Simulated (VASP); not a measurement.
# Te (P6_3/mmc) in VASP: a series of runs, part 2 of 2

VASP 6.6.1. The steps go on from the part before.

## 4. Relaxation of cell and atoms, PBE

This run uses another cell than the first one, of 33.93 Å³/atom, 0.902 times its volume.

INCAR

```
PREC = Accurate
ENCUT = 600
EDIFF = 1E-7
ISMEAR = 0
SIGMA = 0.1
LREAL = False
LASPH = True
NELM = 60
ALGO = Normal
ISIF = 3
LWAVE = False
LCHARG = False
GGA = PE
IBRION = 2
NSW = 90
EDIFFG = -0.04
```

KPOINTS

```
regular mesh
0
Gamma
  6 6 2
```

POSCAR

```
Te
1.0
    4.5627952153      0.0000000000      0.0000000000
   -2.2813976077      3.9514965688      0.0000000000
    0.0000000000      0.0000000000      7.5286121053
Te
4
Direct
    0.3333333333      0.6666666667      0.4375000000
    0.6666666667      0.3333333333      0.9375000000
    0.6666666667      0.3333333333      0.5625000000
    0.3333333333      0.6666666667      0.0625000000
```

Potentials or basis: VASP PAW PBE potentials, release 64 (Te).

Started as:

```console
$ cat potpaw_PBE.64/Te/POTCAR > POTCAR
$ mpirun -np 1 vasp_std > vasp.out
```

OUTCAR:

```text
PREC = Accurate
   ENCUT = 600
   EDIFF = 1E-7
   ISMEAR = 0
   LREAL = False
   LASPH = True
   NELM = 60
   ISIF = 3
   GGA = PE
   IBRION = 2
   NSW = 90
   EDIFFG = -0.04

 ion  position               nearest neighbor table
   1  0.333  0.667  0.438-   3 2.80   3 2.80   3 2.80   4 2.82
   2  0.667  0.333  0.938-   4 2.80   4 2.80   4 2.80   3 2.82
   3  0.667  0.333  0.562-   1 2.80   1 2.80   1 2.80   2 2.82
   4  0.333  0.667  0.062-   2 2.80   2 2.80   2 2.80   1 2.82

  LATTYP: Found a hexagonal cell.
 ALAT       =     4.5627952153
 C/A-ratio  =     1.6500000000

  Lattice vectors:

 A1 = (   4.5627952153,   0.0000000000,   0.0000000000)
 A2 = (  -2.2813976077,   3.9514965688,   0.0000000000)
 A3 = (   0.0000000000,   0.0000000000,   7.5286121053)
[... 552 lines left out ...]
  free  energy   TOTEN  =       -10.6519865728 eV

  energy  without entropy=      -10.6306723043  energy(sigma->0) =      -10.64132944

[... ionic steps 4 to 16 ...]

--------------------------------------- Ionic step       17  -------------------------------------------

 number of electron      23.9999997 magnetization

------------------------ aborting loop because EDIFF is reached ----------------------------------------
[... 71 lines left out ...]
--------------------------------------- Ionic step       19  -------------------------------------------

 number of electron      24.0000007 magnetization

 Free energy of the ion-electron system (eV)
  ---------------------------------------------------
  ext. energy  EPLUGINS =         0.00000000
  ---------------------------------------------------
  free energy    TOTEN  =       -11.46350964 eV

  energy without entropy =      -11.45460849  energy(sigma->0) =      -11.45905906

 E-fermi :   1.8961     XC(G=0):  -6.5745

 val. band max:        1.8584672616   @ k =   0.0000   0.0000   0.0000
 cond. band min:       1.9378151173   @ k =   0.1667   0.0000   0.0000
 fundamental gap:      0.0793478557
 Fermi energy:         1.8961428699

 k-point     1 :       0.0000    0.0000    0.0000
  band No.  band energies     occupation
      1     -11.1494      2.00000
      2     -11.1083      2.00000
      3      -7.0032      2.00000
      4      -6.8979      2.00000
      5      -1.9105      2.00000
      6      -1.9105      2.00000
[... 286 lines left out ...]
  FREE ENERGIE OF THE ION-ELECTRON SYSTEM (eV)
  ---------------------------------------------------
  free  energy   TOTEN  =       -11.4635096373 eV

  energy  without entropy=      -11.4546084874  energy(sigma->0) =      -11.45905906

 reached required accuracy - stopping structural energy minimisation
```

OSZICAR:

```text
N       E                     dE             d eps       ncg     rms          rms(c)
DAV:   1     0.133073885217E+03    0.13307E+03   -0.98231E+03   448   0.135E+03
DAV:   2     0.261812379780E+00   -0.13281E+03   -0.13148E+03   624   0.189E+02
DAV:   3    -0.852905704235E+01   -0.87909E+01   -0.87267E+01   576   0.547E+01
[... 240 lines left out ...]
DAV:   8    -0.114635089080E+02   -0.23286E-05   -0.41049E-06   448   0.139E-02    0.193E-02
DAV:   9    -0.114635091896E+02   -0.28164E-06   -0.11801E-07   328   0.181E-03    0.119E-02
DAV:  10    -0.114635095076E+02   -0.31803E-06   -0.25697E-08   224   0.124E-03    0.440E-03
DAV:  11    -0.114635096911E+02   -0.18343E-06   -0.20857E-08   224   0.118E-03    0.216E-03
DAV:  12    -0.114635096373E+02    0.53791E-07   -0.21394E-09   224   0.360E-04
  19 F= -.11463510E+02 E0= -.11459059E+02  d E =-.265303E-02
```

CONTCAR:

```text
Te
   1.00000000000000
     4.9428056254152386   -0.0000000000036681    0.0000000000000000
    -2.4714028127649592    4.2805952376818670    0.0000000000000000
    -0.0000000000000000    0.0000000000000000   10.6715682127343285
  Te
     4
Direct
     0.3333333332999970    0.6666666667000030    0.4635023872800216
     0.6666666667000030    0.3333333332999970    0.9635023872800218
     0.6666666667000030    0.3333333332999970    0.5364976127199782
     0.3333333332999970    0.6666666667000030    0.0364976127199784

  0.00000000E+00  0.00000000E+00  0.00000000E+00
  0.00000000E+00  0.00000000E+00  0.00000000E+00
  0.00000000E+00  0.00000000E+00  0.00000000E+00
  0.00000000E+00  0.00000000E+00  0.00000000E+00
```

Run time: 11 min. Hardware: 1 thread of Oxide Virtual Turin-like, shared host; peak memory 0.24 GiB.

What came out:

| Quantity | Value |
| --- | --- |
| Free energy | -11.4635 eV |
| Relaxed volume | 56.45 Å³/atom |
| Relaxed cell | a = 4.943 Å, b = 4.943 Å, c = 10.672 Å, α = 90.00°, β = 90.00°, γ = 120.00° |
| Space group after relaxing (to 0.05 Å) | P6_3/mmc (No. 194) |
| Energy gained by relaxing | 690.3 meV/atom |
| Ionic steps | 19 |
| Pressure after relaxing | 0.0 GPa |
| Largest force after relaxing | 0.015 eV/Å |

Forces in eV/Å, atoms in the order of the input:
```
Te   0.000  0.000 -0.015
Te   0.000  0.000 -0.015
Te   0.000  0.000  0.015
Te   0.000  0.000  0.015
```

The path:
```tsv
step	energy change (eV)	largest force (eV/Å)	pressure (GPa)	volume (Å³)
1	0.0000	0.2857	15.46	135.74
2	-1.7755	0.4129	-2.28	210.77
3	-1.9497	0.5575	0.13	187.04
4	-1.9504	0.5462	-0.07	188.49
5	-2.0502	0.7853	-0.29	189.25
6	-2.3758	0.7194	-0.05	191.07
7	-2.5954	0.4527	2.26	193.81
8	-2.6441	0.0445	1.28	193.04
9	-2.6993	0.1268	0.56	202.81
10	-2.7137	0.1590	0.14	210.20
11	-2.7146	0.1669	0.01	212.75
12	-2.7274	0.1567	0.06	213.92
13	-2.7531	0.0746	0.20	217.29
14	-2.7208	0.2121	0.60	223.36
15	-2.7566	0.0003	0.27	218.82
16	-2.7548	0.1399	-0.31	225.35
17	-2.7586	0.0595	0.02	221.51
18	-2.7597	0.0405	0.00	222.58
19	-2.7612	0.0151	-0.03	225.79
```

Final structure:
```
Te
1.0
     4.94281    0.00000    0.00000
    -2.47140    4.28060    0.00000
     0.00000    0.00000   10.67157
Te
4
Direct
  0.33333 0.66667 0.46350
  0.66667 0.33333 0.96350
  0.66667 0.33333 0.53650
  0.33333 0.66667 0.03650
```

Levels at points of the mesh, in eV from the Fermi level:
| k point | band 9 | band 10 | band 11 | band 12 | band 13 | band 14 | band 15 | band 16 |
| --- | --- | --- | --- | --- | --- | --- | --- | --- |
| (0.00, 0.00, 0.00) | -3.06 | -2.45 | -0.80 | -0.13 | -0.13 | -0.04 | -0.04 | 0.09 |
| (0.50, 0.00, 0.00) | -2.21 | -1.63 | -1.60 | -1.19 | 1.59 | 1.69 | 1.92 | 1.95 |
| (0.00, 0.00, 0.50) | -2.81 | -2.81 | -0.31 | -0.31 | -0.09 | -0.09 | -0.09 | -0.09 |
| (0.50, 0.00, 0.50) | -1.98 | -1.98 | -1.35 | -1.35 | 1.79 | 1.79 | 1.81 | 1.81 |

Caveat: the k points lie up to 0.29 Å⁻¹ apart in the final cell; the volume moved by over 15 % at a fixed basis, so the end points are rough; the bands computed are all filled at some k points, so no gap is given; spin-orbit coupling is left out, which moves the levels of the heavy elements; this functional lacks dispersion, which binds the layers, so the pressure and a relaxed spacing across them are unreliable.

## 5. Single point, PBE

This run uses another cell than the first one, of 58.69 Å³/atom, 1.560 times its volume.

INCAR

```
ALGO     = Normal         # electronic algorithm
EDIFF    = 1E-6           # SCF threshold, eV
ENCUT    = 520            # plane-wave cutoff, eV
GGA      = PE             # functional
ISIF     = 2              # what is computed and relaxed
ISMEAR   = 0              # smearing method
LASPH    = True           # aspherical terms in the spheres
LCHARG   = False          # write CHGCAR
LREAL    = False          # projectors in reciprocal space
LWAVE    = False          # write WAVECAR
NBANDS   = 20             # bands
NELM     = 100            # most SCF steps
PREC     = Accurate       # precision mode
SIGMA    = 0.1            # smearing width, eV
```

KPOINTS

```
k-points
0
Gamma
  12 12 4
```

POSCAR

```
Te
1.0
    4.9688152278      0.0000000000      0.0000000000
   -2.4844076139      4.3031202140      0.0000000000
    0.0000000000      0.0000000000     10.9805615958
Te
4
Direct
    0.3333333333      0.6666666667      0.4662395071
    0.6666666667      0.3333333333      0.9662395071
    0.6666666667      0.3333333333      0.5337604929
    0.3333333333      0.6666666667      0.0337604929
```

Started as:

```console
$ cat potpaw_PBE.64/Te/POTCAR > POTCAR
$ mpirun -np 1 vasp_std > vasp.out
```

Wall time 4 min (1 thread of Oxide Virtual Turin-like, shared host); peak memory 0.45 GiB.

It converged, with:

| Property | Result |
| --- | --- |
| Free energy | -11.4666 eV |
| Pressure | 0.0 GPa |
| Band gap on the k mesh | zero (band 12 reaches 1.72 eV, above the bottom of band 13 at 1.52 eV) |

Levels at points of the mesh, in eV from the Fermi level:
| k point | band 8 | band 9 | band 10 | band 11 | band 12 | band 13 | band 14 | band 15 | band 16 | band 17 |
| --- | --- | --- | --- | --- | --- | --- | --- | --- | --- | --- |
| (0.00, 0.00, 0.00) | -3.70 | -2.94 | -2.44 | -0.55 | -0.04 | -0.04 | 0.03 | 0.03 | 0.15 | 3.49 |
| (0.50, 0.00, 0.00) | -3.33 | -1.99 | -1.54 | -1.52 | -1.19 | 1.68 | 1.83 | 1.94 | 2.00 | 4.31 |
| (0.00, 0.00, 0.50) | -3.72 | -2.72 | -2.72 | -0.17 | -0.17 | 0.00 | 0.00 | 0.00 | 0.00 | 4.16 |
| (0.50, 0.00, 0.50) | -3.44 | -1.81 | -1.81 | -1.32 | -1.32 | 1.83 | 1.83 | 1.92 | 1.92 | 4.71 |

Caveat: spin-orbit coupling is left out, which moves the levels of the heavy elements; this functional lacks dispersion, which binds the layers, so the pressure and a relaxed spacing across them are unreliable.

## 6. Summary

```csv
task,cell,k mesh,cutoff (eV),gap on the mesh (eV),pressure (GPa),largest force (eV/Å)
single point,"a = 5.248, b = 5.248, c = 6.310 Å, angles 90.0, 90.0, 120.0°, 4 atoms",12 × 12 × 8,520,none,0.0,-
single point,"a = 4.935, b = 4.935, c = 10.440 Å, angles 90.0, 90.0, 120.0°, 4 atoms",6 × 6 × 2,520,none,0.1,0.02
relaxation of cell and atoms,"relaxed from a = 4.563, b = 4.563, c = 7.529 Å, angles 90.0, 90.0, 120.0°, 4 atoms",6 × 6 × 2,600,-,0.0,0.02
single point,"a = 4.969, b = 4.969, c = 10.981 Å, angles 90.0, 90.0, 120.0°, 4 atoms",12 × 12 × 4,520,none,0.0,-
```

Alike in all rows: level PBE; potentials or basis VASP PAW PBE potentials, release 64 (Te); no spin polarisation; smearing gaussian 0.1 eV.

Caveats: some runs use coarse meshes; spin-orbit coupling is left out, which moves the levels of the heavy elements; this functional lacks dispersion, which binds the layers, so the pressure and a relaxed spacing across them are unreliable (some runs); the volume moved by over 15 % at a fixed basis, so the end points are rough (some runs); the bands computed are all filled at some k points, so no gap is given (some runs).

Absolute energies hang on the potentials; compare differences alone.
